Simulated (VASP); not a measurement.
# Tl2PbCl4 (P-42m) in VASP: a series of runs

Aim: see how the results for Tl2PbCl4 move with the level of theory and the settings. Levels: PBEsol, r2SCAN+rVV10. Tasks: single point.

All numbers are computed with VASP 6.6.1; they aren't measurements. Logs are shortened: lines on timing, memory, paths and dates and some standing lists are left out, and cuts for length are marked.

## Step 1: The cell of the first run

Symmetry: P-42m, No. 111, tetragonal system. The conventional cell has a = 7.609 Å, b = 7.609 Å, c = 3.676 Å, α = 90.00°, β = 90.00°, γ = 90.00°. Within 4.3 Å of Tl (site symmetry 222) lie 8 Cl at 3.27 Å and 2 Tl at 3.68 Å and 2 Pb at 3.80 Å. Pb (site symmetry -42m) has 8 Cl at 3.01 to 3.02 Å and 2 Pb at 3.68 Å and 4 Tl at 3.80 Å within 4.0 Å. Cl (site symmetry m) has 2 Pb at 3.01 to 3.02 Å and 4 Tl at 3.27 Å and 4 Cl at 3.38 to 3.68 Å within 4.0 Å.

## Step 2: Single point, PBEsol

Contents of INCAR:

```
SYSTEM = Tl2PbCl4
PREC = Accurate
ENCUT = 520
EDIFF = 1E-7
ISMEAR = -1
SIGMA = 0.03
LREAL = .FALSE.
LASPH = .TRUE.
NELM = 80
ALGO = Normal
ISIF = 2
LWAVE = .FALSE.
LCHARG = .FALSE.
GGA = PS
NBANDS = 43
```

Contents of KPOINTS:

```
Automatic mesh
0
G
  4 4 4
  0 0 0
```

Contents of POSCAR:

```
Tl2PbCl4
1.0
    7.6093196228      0.0000000000      0.0000000000
    0.0000000000      7.6093196228      0.0000000000
    0.0000000000      0.0000000000      3.6757721601
Tl Pb Cl
2 1 4
Direct
    0.0000000000      0.5000000000      0.0000000000
    0.5000000000      0.0000000000      0.0000000000
    0.0000000000      0.0000000000      0.0000000000
    0.2224071523      0.7775928477      0.5015070825
    0.7775928477      0.7775928477      0.4984929175
    0.2224071523      0.2224071523      0.4984929175
    0.7775928477      0.2224071523      0.5015070825
```

Potentials or basis: VASP PAW PBE potentials, release 64 (Tl_d, Pb_d, Cl).

On the command line:

```
$ cat potpaw_PBE.64/Tl_d/POTCAR potpaw_PBE.64/Pb_d/POTCAR potpaw_PBE.64/Cl/POTCAR > POTCAR
$ mpirun -np 1 vasp_std > vasp.out
```

OUTCAR:

```text
SYSTEM = Tl2PbCl4
   PREC = Accurate
   ENCUT = 520
   EDIFF = 1E-7
   ISMEAR = -1
   LREAL = .FALSE.
   LASPH = .TRUE.
   NELM = 80
   ISIF = 2
   GGA = PS

 ion  position               nearest neighbor table
   1  0.000  0.500  0.000-   4 3.27   5 3.27   6 3.27   7 3.27   4 3.27   7 3.27   5 3.27   6 3.27
                             3 3.80   3 3.80
   2  0.500  0.000  0.000-   4 3.27   5 3.27   6 3.27   7 3.27   4 3.27   7 3.27   5 3.27   6 3.27
                             3 3.80   3 3.80
   3  0.000  0.000  0.000-   4 3.01   5 3.01   6 3.01   7 3.01   4 3.02   7 3.02   5 3.02   6 3.02
                             1 3.80   2 3.80   1 3.80   2 3.80
   4  0.222  0.778  0.502-   3 3.01   3 3.02   1 3.27   2 3.27   2 3.27   1 3.27
   5  0.778  0.778  0.498-   3 3.01   3 3.02   2 3.27   1 3.27   1 3.27   2 3.27
   6  0.222  0.222  0.498-   3 3.01   3 3.02   2 3.27   1 3.27   1 3.27   2 3.27
   7  0.778  0.222  0.502-   3 3.01   3 3.02   1 3.27   2 3.27   2 3.27   1 3.27

  LATTYP: Found a simple tetragonal cell.
 ALAT       =     7.6093196228
 C/A-ratio  =     0.4830618692

  Lattice vectors:

 A1 = (   7.6093196228,   0.0000000000,   0.0000000000)
 A2 = (   0.0000000000,   7.6093196228,   0.0000000000)
 A3 = (   0.0000000000,   0.0000000000,   3.6757721601)

Analysis of symmetry for initial positions (statically):
=====================================================================
 Subroutine PRICEL returns:
 Original cell was already a primitive cell.

 Routine SETGRP: Setting up the symmetry group for a
 simple tetragonal supercell.

 Subroutine GETGRP returns: Found  8 space group operations
 (whereof  8 operations were pure point group operations)
 out of a pool of 16 trial point group operations.

The static configuration has the point symmetry D_2d.

Analysis of symmetry for dynamics (positions and initial velocities):
=====================================================================
 Subroutine PRICEL returns:
 Original cell was already a primitive cell.

 Routine SETGRP: Setting up the symmetry group for a
 simple tetragonal supercell.

 Subroutine GETGRP returns: Found  8 space group operations
 (whereof  8 operations were pure point group operations)
 out of a pool of 16 trial point group operations.

The dynamic configuration has the point symmetry D_2d.

 Subroutine INISYM returns: Found  8 space group operations
 (whereof  8 operations are pure point group operations),
 and found     1 'primitive' translations

----------------------------------------------------------------------------------------

                                     Primitive cell

  volume of cell :     212.8336

  direct lattice vectors                    reciprocal lattice vectors
     7.609319623  0.000000000  0.000000000     0.131417794  0.000000000  0.000000000
     0.000000000  7.609319623  0.000000000     0.000000000  0.131417794  0.000000000
     0.000000000  0.000000000  3.675772160     0.000000000  0.000000000  0.272051682

  length of vectors
     7.609319623  7.609319623  3.675772160     0.131417794  0.131417794  0.272051682

  position of ions in fractional coordinates (direct lattice)
     0.000000000  0.500000000  0.000000000
     0.500000000  0.000000000  0.000000000
     0.000000000  0.000000000  0.000000000
     0.222407152  0.777592848  0.501507082
     0.777592848  0.777592848  0.498492918
     0.222407152  0.222407152  0.498492918
     0.777592848  0.222407152  0.501507082

  ion indices of the primitive-cell ions
   primitive index   ion index
                 1           1
                 2           2
                 3           3
                 4           4
                 5           5
                 6           6
                 7           7

----------------------------------------------------------------------------------------

 KPOINTS: Automatic mesh

Automatic generation of k-mesh.
 Grid dimensions read from file:
 generate k-points for:    4    4    4

 Generating k-lattice:

  Cartesian coordinates                     Fractional coordinates (reciprocal lattice)
     0.032854449  0.000000000  0.000000000     0.250000000  0.000000000  0.000000000
     0.000000000  0.032854449  0.000000000     0.000000000  0.250000000  0.000000000
     0.000000000  0.000000000  0.068012921     0.000000000  0.000000000  0.250000000

  Length of vectors
     0.032854449  0.032854449  0.068012921

  Shift w.r.t. Gamma in fractional coordinates (k-lattice)
     0.000000000  0.000000000  0.000000000

 Subroutine IBZKPT returns following result:
 ===========================================

 Found     18 irreducible k-points:

 Following reciprocal coordinates:
            Coordinates               Weight
  0.000000  0.000000  0.000000      1.000000
  0.250000  0.000000  0.000000      4.000000
  0.500000  0.000000  0.000000      2.000000
  0.250000  0.250000  0.000000      4.000000
  0.500000  0.250000  0.000000      4.000000
  0.500000  0.500000  0.000000      1.000000
[... 10 lines left out ...]
  0.500000  0.250000  0.500000      4.000000
  0.500000  0.500000  0.500000      1.000000
   k-points           NKPTS =     18   k-points in BZ     NKDIM =     18   number of bands    NBANDS=     43
   number of dos      NEDOS =    301   number of ions     NIONS =      7
   total plane-waves  NPLWV = 100800
   dimension x,y,z NGX =    60 NGY =   60 NGZ =   28
   dimension x,y,z NGXF=   120 NGYF=  120 NGZF=   56
   ions per type =               2   1   4
   NGX,Y,Z   is equivalent  to a cutoff of  13.11, 13.11, 12.66 a.u.
   NGXF,Y,Z  is equivalent  to a cutoff of  26.22, 26.22, 25.33 a.u.
 SYSTEM =  Tl2PbCl4
   PREC   = accura    normal or accurate (medium, high low for compatibility)
   ISTART =      0    job   : 0-new  1-cont  2-samecut
   ICHARG =      2    charge: 1-file 2-atom 10-const
   ISPIN  =      1    spin polarized calculation?
   LNONCOLLINEAR =      F non collinear calculations
   LSORBIT =      F    spin-orbit coupling
   LASPH  =      T    aspherical Exc in radial PAW
   ENCUT  =  520.0 eV  38.22 Ry    6.18 a.u.  14.15 14.15  6.83*2*pi/ulx,y,z
   NELM   =     80;   NELMIN=  2; NELMDL= -5     # of ELM steps
   EDIFF  = 0.1E-06   stopping-criterion for ELM
   LREAL  =      F    real-space projection
   EDIFFG = 0.1E-05   stopping-criterion for IOM
   NSW    =      0    number of steps for IOM
   IBRION =     -1    ionic relax: 0-MD 1-quasi-New 2-CG
   NFREE  =      0    steps in history (QN), initial steepest desc. (CG)
   ISIF   =      2    stress and relaxation
   ISYM   =      2    0-nonsym 1-usesym 2-fastsym
   POTIM  = 0.5000    time-step for ionic-motion
   TEBEG  =    0.0;   TEEND  =   0.0 temperature during run
   PSTRESS=    0.0 pullay stress
   NELECT =      68.0000    total number of electrons
   NUPDOWN=      -1.0000    fix difference up-down
   EMIN   =  10.00;   EMAX   =-10.00  energy-range for DOS
   EFERMI =   0.00;   METHOD = LEGACY
   ISMEAR =    -1;   SIGMA  =   0.03  broadening in eV -4-tet -1-fermi 0-gaus
   EFERMI_NEDOS =   21; number of points for ismear=-14 and -15
   IALGO  =     38    algorithm
   IMIX   =      4    mixing-type and parameters
     AMIX     =   0.40;   BMIX     =  1.00
     AMIX_MAG =   1.60;   BMIX_MAG =  1.00
  volume/ion in A,a.u.               =      30.40       205.18
  Fermi-wavevector in a.u.,A,eV,Ry     =   1.119174  2.114933 17.041992  1.252551
  Thomas-Fermi vector in A             =   2.255811
   LORBIT       =      0    0 simple, 1 ext, 2 COOP (PROOUT), +10 PAW based schemes
   GGA     = PS    functional components
   LHFCALC =     F    Hartree Fock is set to
   AEXX    =    0.0000 exact exchange contribution
   IVDW    =     0    specifies the selected vdW correction
   LEPSILON=     F    determine dielectric tensor
   LRPA    =     F    only Hartree local field effects (RPA)
 non-spin polarized calculation
  energy-cutoff  :      520.00
  volume of cell :      212.83
 maximum number of plane-waves:      5752
 NGX is ok and might be reduce to    60
   NGX = 29   NGY = 29   NGZ = 13

 number of electron      68.0000006 magnetization

 Free energy of the ion-electron system (eV)
  ---------------------------------------------------
  ext. energy  EPLUGINS =         0.00000000
  ---------------------------------------------------
  free energy    TOTEN  =       -23.95271350 eV

  energy without entropy =      -23.95271350  energy(sigma->0) =      -23.95271350

 E-fermi :   2.2722     XC(G=0):  -8.5550

 val. band max:        1.6503716770   @ k =   0.0000   0.0000   0.5000
 cond. band min:       3.8089950176   @ k =   0.0000   0.0000   0.5000
 fundamental gap:      2.1586233406
 Fermi energy:         2.2721553205

 k-point     1 :       0.0000    0.0000    0.0000
  band No.  band energies     occupation
      1     -14.2919      2.00000
      2     -14.2459      2.00000
      3     -14.2051      2.00000
      4     -14.1589      2.00000
      5     -14.1589      2.00000
      6     -12.4531      2.00000
[... 35 lines left out ...]
     42       8.3886      0.00000
     43       8.8903      0.00000

 k-point     2 :       0.2500    0.0000    0.0000
  band No.  band energies     occupation
      1     -14.2918      2.00000
      2     -14.2459      2.00000
      3     -14.2048      2.00000
      4     -14.1589      2.00000
      5     -14.1589      2.00000
      6     -12.4304      2.00000
[... 35 lines left out ...]
     42       8.6766      0.00000
     43       9.0845      0.00000

 k-point     3 :       0.5000    0.0000    0.0000
  band No.  band energies     occupation
      1     -14.2918      2.00000
      2     -14.2460      2.00000
      3     -14.2045      2.00000
      4     -14.1589      2.00000
      5     -14.1588      2.00000
      6     -12.4042      2.00000
[... 643 lines left out ...]
      6     -12.0055      2.00000
[... 35 lines left out ...]
     42       7.3457      0.00000
     43       8.1844      0.00000

 k-point    18 :       0.5000    0.5000    0.5000
  band No.  band energies     occupation
      1     -14.2880      2.00000
      2     -14.2880      2.00000
      3     -14.1960      2.00000
      4     -14.1890      2.00000
      5     -14.1223      2.00000
      6     -12.0003      2.00000
[... 35 lines left out ...]
     42       7.1149      0.00000
     43       8.3059      0.00000

------------------------ aborting loop because EDIFF is reached ----------------------------------------

  FORCE on cell =-STRESS in cart. coord.  units (eV):
  Direction    XX          YY          ZZ          XY          YZ          ZX
  --------------------------------------------------------------------------------------
  -------------------------------------------------------------------------------------
  Total       -0.0281590     -0.0281590     -0.0169237      0.0000000      0.0000000      0.0000000
  in kB       -0.2119765     -0.2119765     -0.1273986      0.0000000      0.0000000      0.0000000
  external PRESSURE =      -0.1837839 kB  Pullay stress =       0.0000000 kB

 VOLUME and BASIS-vectors are now :
 -----------------------------------------------------------------------------
  energy-cutoff  :      520.00
  volume of cell :      212.83
      direct lattice vectors                 reciprocal lattice vectors
     7.609319623  0.000000000  0.000000000     0.131417794  0.000000000  0.000000000
     0.000000000  7.609319623  0.000000000     0.000000000  0.131417794  0.000000000
     0.000000000  0.000000000  3.675772160     0.000000000  0.000000000  0.272051682

 POSITION                                       TOTAL-FORCE (eV/Angst)
 -----------------------------------------------------------------------------------
      0.00000      3.80466      0.00000         0.000000     -0.000000      0.000000
      3.80466      0.00000      0.00000         0.000000     -0.000000     -0.000000
      0.00000      0.00000      0.00000         0.000000     -0.000000      0.000000
      1.69237      5.91695      1.84343         0.001296     -0.001296     -0.002086
      5.91695      5.91695      1.83235        -0.001296     -0.001296      0.002086
      1.69237      1.69237      1.83235         0.001296      0.001296      0.002086
      5.91695      1.69237      1.84343        -0.001296      0.001296     -0.002086
 -----------------------------------------------------------------------------------
    total drift:                                0.000000      0.000000      0.000000

  FREE ENERGIE OF THE ION-ELECTRON SYSTEM (eV)
  ---------------------------------------------------
  free  energy   TOTEN  =       -23.9527134951 eV

  energy  without entropy=      -23.9527134950  energy(sigma->0) =      -23.95271350
```

Run time: 5 min. Hardware: 1 thread of AMD EPYC 7R13, shared host; peak memory 0.36 GiB.

Results:

```
Free energy            : -23.9527 eV
Pressure               : 0.0 GPa
Band gap on the k mesh : 2.16 eV
```

Forces in eV/Å, atoms in the order of the input:
```
Tl   0.000  0.000  0.000
Tl   0.000  0.000  0.000
Pb   0.000  0.000  0.000
Cl   0.001 -0.001 -0.002
Cl  -0.001 -0.001  0.002
Cl   0.001  0.001  0.002
Cl  -0.001  0.001 -0.002
```

Caveat: the k points lie up to 0.43 Å⁻¹ apart; the PAW data sets were made with another functional, which shifts forces and pressure a little; spin-orbit coupling is left out, which moves the levels of the heavy elements. A k mesh can miss the band edges.

(Continued in part 2 of 2.)
